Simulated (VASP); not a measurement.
# Mg (P6_3/mmc) in VASP: a series of runs

Runs on Mg. Level: PBEsol. Tasks: relaxation of cell and atoms.

All numbers are computed with VASP 6.6.1; they aren't measurements. Logs are shortened: lines on timing, memory, paths and dates and some standing lists are left out, and cuts for length are marked.

**1. The cell of the first run**

Symmetry: P6_3/mmc, No. 194, hexagonal system. Conventional cell: a = 2.959 Å, b = 2.959 Å, c = 4.805 Å, α = 90.00°, β = 90.00°, γ = 120.00°. Within 3.9 Å of Mg (site symmetry -6m2) lie 12 Mg at 2.95 to 2.96 Å.

**2. Relaxation of cell and atoms, PBEsol, target pressure 12 GPa, at which the enthalpy is minimised**

INCAR reads:

```
  ALGO = Fast
  EDIFF = 1E-6
  EDIFFG = -0.004
  ENCUT = 600
  GGA = PS
  IBRION = 2
  ISIF = 3
  ISMEAR = 0
  LASPH = True
  LCHARG = False
  LREAL = False
  LWAVE = False
  NELM = 80
  NSW = 70
  PREC = Accurate
  PSTRESS = 120.0
  SIGMA = 0.1
```

KPOINTS reads:

```
k-points
0
Gamma
  27 27 14
```

POSCAR reads:

```
Mg
1.0
    2.9588537082      0.0000000000      0.0000000000
   -1.4794268541      2.5624424774      0.0000000000
    0.0000000000      0.0000000000      4.8053842113
Mg
2
Direct
    0.3333333333      0.6666666667      0.2500000000
    0.6666666667      0.3333333333      0.7500000000
```

Potentials or basis: VASP PAW PBE potentials, release 64 (Mg).

Run with:

```sh
cat potpaw_PBE.64/Mg/POTCAR > POTCAR
mpirun -np 1 vasp_std > vasp.out
```

OUTCAR:

```text
EDIFF = 1E-6
   EDIFFG = -0.004
   ENCUT = 600
   GGA = PS
   IBRION = 2
   ISIF = 3
   ISMEAR = 0
   LASPH = True
   LREAL = False
   NELM = 80
   NSW = 70
   PREC = Accurate
   PSTRESS = 120.0

 ion  position               nearest neighbor table
   1  0.333  0.667  0.250-   2 2.95   2 2.95   2 2.95   2 2.95   2 2.95   2 2.95
   2  0.667  0.333  0.750-   1 2.95   1 2.95   1 2.95   1 2.95   1 2.95   1 2.95

  LATTYP: Found a hexagonal cell.
 ALAT       =     2.9588537082
 C/A-ratio  =     1.6240695503

  Lattice vectors:

 A1 = (   2.9588537082,   0.0000000000,   0.0000000000)
 A2 = (  -1.4794268541,   2.5624424774,   0.0000000000)
 A3 = (   0.0000000000,   0.0000000000,   4.8053842113)

Analysis of symmetry for initial positions (statically):
=====================================================================
 Subroutine PRICEL returns:
 Original cell was already a primitive cell.

 Routine SETGRP: Setting up the symmetry group for a
 hexagonal supercell.

 Subroutine GETGRP returns: Found 24 space group operations
 (whereof 12 operations were pure point group operations)
 out of a pool of 24 trial point group operations.

The static configuration has the point symmetry D_3d.
 The point group associated with its full space group is D_6h.

Analysis of symmetry for dynamics (positions and initial velocities):
=====================================================================
 Subroutine PRICEL returns:
 Original cell was already a primitive cell.

 Routine SETGRP: Setting up the symmetry group for a
 hexagonal supercell.

 Subroutine GETGRP returns: Found 24 space group operations
 (whereof 12 operations were pure point group operations)
 out of a pool of 24 trial point group operations.

The dynamic configuration has the point symmetry D_3d.
 The point group associated with its full space group is D_6h.

 Subroutine INISYM returns: Found 24 space group operations
 (whereof 12 operations are pure point group operations),
 and found     1 'primitive' translations

----------------------------------------------------------------------------------------

                                     Primitive cell

  volume of cell :      36.4339

  direct lattice vectors                    reciprocal lattice vectors
     2.958853708  0.000000000  0.000000000     0.337968720  0.195126331  0.000000000
    -1.479426854  2.562442477  0.000000000     0.000000000  0.390252663  0.000000000
     0.000000000  0.000000000  4.805384211     0.000000000  0.000000000  0.208099905

  length of vectors
     2.958853708  2.958853708  4.805384211     0.390252663  0.390252663  0.208099905

  position of ions in fractional coordinates (direct lattice)
     0.333333333  0.666666667  0.250000000
     0.666666667  0.333333333  0.750000000

  ion indices of the primitive-cell ions
   primitive index   ion index
                 1           1
                 2           2

----------------------------------------------------------------------------------------

 KPOINTS: k-points

Automatic generation of k-mesh.
 Grid dimensions read from file:
 generate k-points for:   27   27   14

 Generating k-lattice:

  Cartesian coordinates                     Fractional coordinates (reciprocal lattice)
     0.012517360  0.007226901  0.000000000     0.037037037  0.000000000  0.000000000
     0.000000000  0.014453802  0.000000000     0.000000000  0.037037037  0.000000000
     0.000000000  0.000000000  0.014864279     0.000000000  0.000000000  0.071428571

  Length of vectors
     0.014453802  0.014453802  0.014864279

  Shift w.r.t. Gamma in fractional coordinates (k-lattice)
     0.000000000  0.000000000  0.000000000

 Subroutine IBZKPT returns following result:
 ===========================================

 Found    600 irreducible k-points:

 Following reciprocal coordinates:
            Coordinates               Weight
  0.000000  0.000000  0.000000      1.000000
  0.037037  0.000000  0.000000      6.000000
  0.074074  0.000000  0.000000      6.000000
  0.111111 -0.000000  0.000000      6.000000
  0.148148  0.000000  0.000000      6.000000
  0.185185 -0.000000  0.000000      6.000000
[... 16 lines left out ...]
  0.333333  0.037037  0.000000     12.000000
  0.370370  0.037037  0.000000     12.000000
 [... further k-points ...]
   k-points           NKPTS =    600   k-points in BZ     NKDIM =    600   number of bands    NBANDS=      6
   number of dos      NEDOS =    301   number of ions     NIONS =      2
   total plane-waves  NPLWV =  23040
   dimension x,y,z NGX =    24 NGY =   24 NGZ =   40
   dimension x,y,z NGXF=    48 NGYF=   48 NGZF=   80
   ions per type =               2
   NGX,Y,Z   is equivalent  to a cutoff of  13.48, 13.48, 13.84 a.u.
   NGXF,Y,Z  is equivalent  to a cutoff of  26.97, 26.97, 27.68 a.u.
 SYSTEM =  unknown system
   PREC   = accura    normal or accurate (medium, high low for compatibility)
   ISTART =      0    job   : 0-new  1-cont  2-samecut
   ICHARG =      2    charge: 1-file 2-atom 10-const
   ISPIN  =      1    spin polarized calculation?
   LNONCOLLINEAR =      F non collinear calculations
   LSORBIT =      F    spin-orbit coupling
   LASPH  =      T    aspherical Exc in radial PAW
   ENCUT  =  600.0 eV  44.10 Ry    6.64 a.u.   5.91  5.91  9.60*2*pi/ulx,y,z
   NELM   =     80;   NELMIN=  2; NELMDL= -5     # of ELM steps
   EDIFF  = 0.1E-05   stopping-criterion for ELM
   LREAL  =      F    real-space projection
   EDIFFG = -.4E-02   stopping-criterion for IOM
   NSW    =     70    number of steps for IOM
   IBRION =      2    ionic relax: 0-MD 1-quasi-New 2-CG
   NFREE  =      1    steps in history (QN), initial steepest desc. (CG)
   ISIF   =      3    stress and relaxation
   ISYM   =      2    0-nonsym 1-usesym 2-fastsym
   POTIM  = 0.5000    time-step for ionic-motion
   TEBEG  =    0.0;   TEEND  =   0.0 temperature during run
   PSTRESS=  120.0 pullay stress
   NELECT =       4.0000    total number of electrons
   NUPDOWN=      -1.0000    fix difference up-down
   EMIN   =  10.00;   EMAX   =-10.00  energy-range for DOS
   EFERMI =   0.00;   METHOD = LEGACY
   ISMEAR =     0;   SIGMA  =   0.10  broadening in eV -4-tet -1-fermi 0-gaus
   EFERMI_NEDOS =   21; number of points for ismear=-14 and -15
   IALGO  =     68    algorithm
   IMIX   =      4    mixing-type and parameters
     AMIX     =   0.40;   BMIX     =  1.00
     AMIX_MAG =   1.60;   BMIX_MAG =  1.00
  volume/ion in A,a.u.               =      18.22       122.93
  Fermi-wavevector in a.u.,A,eV,Ry     =   0.783898  1.481353  8.360728  0.614496
  Thomas-Fermi vector in A             =   1.887920
   LORBIT       =      0    0 simple, 1 ext, 2 COOP (PROOUT), +10 PAW based schemes
   GGA     = PS    functional components
   LHFCALC =     F    Hartree Fock is set to
   AEXX    =    0.0000 exact exchange contribution
   IVDW    =     0    specifies the selected vdW correction
   LEPSILON=     F    determine dielectric tensor
   LRPA    =     F    only Hartree local field effects (RPA)
 conjugate gradient relaxation of ions
 non-spin polarized calculation
 RMM-DIIS sequential band-by-band and
 Gauss-broadening in eV      SIGMA  =   0.10
  energy-cutoff  :      600.00
  volume of cell :       36.43
 maximum number of plane-waves:      1236
 NGX is ok and might be reduce to    24
   NGX = 11   NGY = 11   NGZ = 19

--------------------------------------- Ionic step        1  -------------------------------------------

 number of electron       4.0000000 magnetization

 Free energy of the ion-electron system (eV)
  ---------------------------------------------------
  ext. energy  EPLUGINS =         0.00000000
  ---------------------------------------------------
  free energy    TOTEN  =        -3.17847425 eV

  energy without entropy =       -3.17521320  energy(sigma->0) =       -3.17684372

------------------------ aborting loop because EDIFF is reached ----------------------------------------

  FORCE on cell =-STRESS in cart. coord.  units (eV):
  Direction    XX          YY          ZZ          XY          YZ          ZX
  --------------------------------------------------------------------------------------
  -------------------------------------------------------------------------------------
  Total        2.7567947      2.7567947      2.7553133      0.0000000      0.0000000      0.0000000
  in kB      121.2297686    121.2297686    121.1646241      0.0000000      0.0000000      0.0000000
  external PRESSURE =       1.2080538 kB  Pullay stress =     120.0000000 kB
[... 61 lines left out ...]
  enthalpy is  TOTEN    =        -0.4496632752 eV   P V=        2.7342578364

--------------------------------------- Ionic step        3  -------------------------------------------

 number of electron       4.0000000 magnetization

 Free energy of the ion-electron system (eV)
  ---------------------------------------------------
  ext. energy  EPLUGINS =         0.00000000
  ---------------------------------------------------
  free energy    TOTEN  =        -3.18261707 eV

  energy without entropy =       -3.17935283  energy(sigma->0) =       -3.18098495

 E-fermi :   3.9195     XC(G=0):  -9.2875

 val. band max:        3.9159217124   @ k =   0.2593   0.2593   0.2143
 cond. band min:       3.9314572576   @ k =   0.1852   0.1852   0.0000
 fundamental gap:      0.0155355452
 Fermi energy:         3.9195203618

 k-point     1 :       0.0000    0.0000    0.0000
  band No.  band energies     occupation
      1      -4.0759      2.00000
      2       1.8317      2.00000
      3       2.6682      2.00000
      4      16.2178      0.00000
      5      16.2178      0.00000
      6      16.8376      0.00000

 k-point     2 :       0.0370    0.0000    0.0000
  band No.  band energies     occupation
      1      -4.0444      2.00000
      2       1.8596      2.00000
      3       2.6982      2.00000
      4      15.3714      0.00000
      5      15.8342      0.00000
      6      16.6500      0.00000
[... 190 lines left out ...]
 k-point    24 :       0.3704    0.0370    0.0000
  band No.  band energies     occupation
      1      -0.6546      2.00000
      2       3.9054      1.15802
      3       4.9455      0.00000
      4       6.3446      0.00000
      5       9.5450      0.00000
      6       9.9809      0.00000

 [... further k-points ...]

------------------------ aborting loop because EDIFF is reached ----------------------------------------

  FORCE on cell =-STRESS in cart. coord.  units (eV):
  Direction    XX          YY          ZZ          XY          YZ          ZX
  --------------------------------------------------------------------------------------
  -------------------------------------------------------------------------------------
  Total        2.7330951      2.7330951      2.7321934      0.0000000      0.0000000      0.0000000
  in kB      120.0062706    120.0062706    119.9666795      0.0000000      0.0000000      0.0000000
  external PRESSURE =      -0.0069265 kB  Pullay stress =     120.0000000 kB
[... 17 lines left out ...]
  FREE ENERGIE OF THE ION-ELECTRON SYSTEM (eV)
  ---------------------------------------------------
  free  energy   TOTEN  =        -3.1826170673 eV

  energy  without entropy=       -3.1793528270  energy(sigma->0) =       -3.18098495

  enthalpy is  TOTEN    =        -0.4496647689 eV   P V=        2.7329522984

 reached required accuracy - stopping structural energy minimisation
```

Run time: 2.3 min. Hardware: 1 thread of Intel Xeon Platinum 8375C at 2.90GHz (Ice Lake), shared host; peak memory 0.32 GiB.

What came out:

| Property | Result |
| --- | --- |
| Free energy | -3.1826 eV |
| Relaxed volume | 18.24 Å³/atom |
| Relaxed cell | a = 2.960 Å, b = 2.960 Å, c = 4.808 Å, α = 90.00°, β = 90.00°, γ = 120.00° |
| Space group after relaxing (to 0.1 Å) | P6_3/mmc (No. 194) |
| Energy change on relaxing (the run minimises the enthalpy) | -2.1 meV/atom |
| Ionic steps | 3 |
| Pressure after relaxing | 12.0 GPa |
| Band gap on the k mesh | zero (bands 2 and 3 overlap by 2.26 eV) |

The path:
```
step  energy change (eV)  largest force (eV/Å)  pressure (GPa)  volume (Å³)
   1              0.0000                0.0000           12.12        36.43
   2             -0.0054                0.0000           11.96        36.51
   3             -0.0041                0.0000           12.00        36.49
```

Final structure:
```
Mg
1.0
     2.96037    0.00000    0.00000
    -1.48018    2.56376    0.00000
     0.00000    0.00000    4.80772
Mg
2
Direct
  0.33333 0.66667 0.25000
  0.66667 0.33333 0.75000
```

Caveat: the cell is relaxed towards a set pressure, so the run minimises the enthalpy, not the energy; the PAW data sets were made with another functional, which shifts forces and pressure a little.

**3. Relaxation of cell and atoms, PBEsol, target pressure 1e-06 GPa, at which the enthalpy is minimised**

INCAR reads:

```
  PREC = Accurate
  ENCUT = 600
  EDIFF = 1E-6
  ISMEAR = 0
  SIGMA = 0.1
  LREAL = F
  LASPH = T
  NELM = 100
  ALGO = Fast
  ISIF = 3
  LWAVE = F
  LCHARG = F
  GGA = PS
  IBRION = 2
  NSW = 70
  EDIFFG = -0.004
  PSTRESS = 9.999999999999999e-06
```

KPOINTS reads:

```
Automatic mesh
0
Gamma
  27 27 14
```

POSCAR is that of step 2.

Potentials or basis: VASP PAW PBE potentials, release 64 (Mg).

Run with:

```sh
cat potpaw_PBE.64/Mg/POTCAR > POTCAR
mpirun -np 1 vasp_std > vasp.out
```

Run time: 5.1 min. Hardware: 1 thread of Intel Xeon Platinum 8375C at 2.90GHz (Ice Lake), shared host; peak memory 0.32 GiB.

The run converged. Its results:

* Free energy: -3.4502 eV
* Relaxed volume: 22.49 Å³/atom
* Relaxed cell: a = 3.174 Å, b = 3.174 Å, c = 5.158 Å, α = 90.00°, β = 90.00°, γ = 120.00°
* Space group after relaxing (to 0.1 Å): P6_3/mmc (No. 194)
* Energy change on relaxing (the run minimises the enthalpy): -135.9 meV/atom
* Ionic steps: 9
* Pressure after relaxing: 0.0 GPa
* Band gap on the k mesh: zero (bands 2 and 3 overlap by 2.23 eV)

Step by step:
| step | energy change (eV) | largest force (eV/Å) | pressure (GPa) | volume (Å³) |
| --- | --- | --- | --- | --- |
| 1 | 0.0000 | 0.0000 | 12.12 | 36.43 |
| 2 | -0.2701 | 0.0000 | 0.70 | 44.19 |
| 3 | -0.2717 | 0.0000 | -0.09 | 45.10 |
| 4 | -0.2717 | 0.0000 | 0.06 | 44.91 |
| 5 | -0.2717 | 0.0000 | 0.06 | 44.91 |
| 6 | -0.2717 | 0.0000 | 0.06 | 44.91 |
| 7 | -0.2717 | 0.0000 | 0.05 | 44.92 |
| 8 | -0.2718 | 0.0000 | 0.04 | 44.94 |
| 9 | -0.2718 | 0.0000 | 0.00 | 44.99 |

Final structure:
```
CELL_PARAMETERS angstrom
3.17359 0.00000 0.00000
-1.58679 2.74841 0.00000
0.00000 0.00000 5.15777
ATOMIC_POSITIONS crystal
Mg 0.33333 0.66667 0.25000
Mg 0.66667 0.33333 0.75000
```

Levels at points of the mesh, in eV from the Fermi level:
```
           k point  band 1  band 2  band 3  band 4  band 5  band 6
(0.00, 0.00, 0.00)   -7.04   -1.74   -1.27   11.04   11.04   11.20
(0.00, 0.00, 0.50)   -5.63   -5.63    5.06    5.06   11.78   11.78
```

Caveat: the cell is relaxed towards a set pressure, so the run minimises the enthalpy, not the energy; the volume moved by over 15 % at a fixed basis, so the end points are rough; the PAW data sets were made with another functional, which shifts forces and pressure a little. Zero-point motion and thermal expansion aren't in these numbers.
